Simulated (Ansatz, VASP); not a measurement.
## Two plane-wave programs on V

POSCAR

```
V
1.0
   -1.5143500000      1.5143500000      1.5143500000
    1.5143500000     -1.5143500000      1.5143500000
    1.5143500000      1.5143500000     -1.5143500000
V
1
Direct
    0.0000000000      0.0000000000      0.0000000000
```

The input INCAR.step1:

```
PREC = Accurate
ENCUT = 520
EDIFF = 1E-5
ISMEAR = -1
SIGMA = 0.05
LREAL = False
LASPH = True
NELM = 150
ALGO = Normal
ISIF = 2
LWAVE = True
LCHARG = False
ISPIN = 2
MAGMOM = 2
LORBIT = 11
LMAXMIX = 4
NBANDS = 16
GGA = PE
```

The input INCAR.step2:

```
PREC = Accurate
ENCUT = 520
EDIFF = 1E-6
ISMEAR = -1
SIGMA = 0.05
LREAL = False
LASPH = True
NELM = 150
ALGO = Normal
ISIF = 2
LWAVE = False
LCHARG = False
ISPIN = 2
MAGMOM = 2
LORBIT = 11
LMAXMIX = 4
METAGGA = R2SCAN
LHFCALC = True
AEXX = 0.1
LMIXTAU = True
PRECFOCK = Normal
NBANDS = 16
ISTART = 1
```

The input KPOINTS:

```
regular mesh
0
Gamma
  6 6 6
```

Contents of input.yaml:

```yaml
crystal:
  lattice:
    - [-1.51435, 1.51435, 1.51435]
    - [1.51435, -1.51435, 1.51435]
    - [1.51435, 1.51435, -1.51435]
  atoms:
    - { symbol: V, position: [0.0, 0.0, 0.0], spin: 2.0 }
hamiltonian:
  xc: r2scanh
  pseudopotentials: { kind: paw }
magnetization:
  spin_polarized: true
kpoints:
  mp_grid: { grid: [6, 6, 6] }
scf:
  occupations: { method: fermi_dirac, width: 0.05 }
output:
  forces: true
  stress: true
  eigenvalues: true
```

Alike in both runs: task single point; functional r2SCANh; k mesh 6 × 6 × 6; occupations fermi-dirac, width 0.05 eV; collinear spin.

```csv
,VASP,Ansatz
version,VASP 6.6.1,Ansatz 0.2.0
potentials or method,"VASP PAW PBE potentials, release 64 (V_sv)",Ansatz PAW
plane-wave cutoff (eV),520,500
valence electrons in the cell,13,13
```

```csv
,VASP,Ansatz,Ansatz less VASP
gap on the k mesh at the Fermi level (eV),none,none,-
pressure (GPa),-6.2,-6.7,-0.53
net moment per atom (μB),0.78,0.78,0.000
size of the moment on the site where the two differ most (μB),0.67,0.64,-0.030
```

VASP's potentials were made for PBE, not for r2SCANh. Site moments also hang on the region over which each program counts them. A gap of «none» marks a metal or a gap that the smearing closes.

The k mesh is coarse, so the values compare programs but aren't converged. Noted on Ansatz's run: the magnetic or orbital state may not be the lowest.
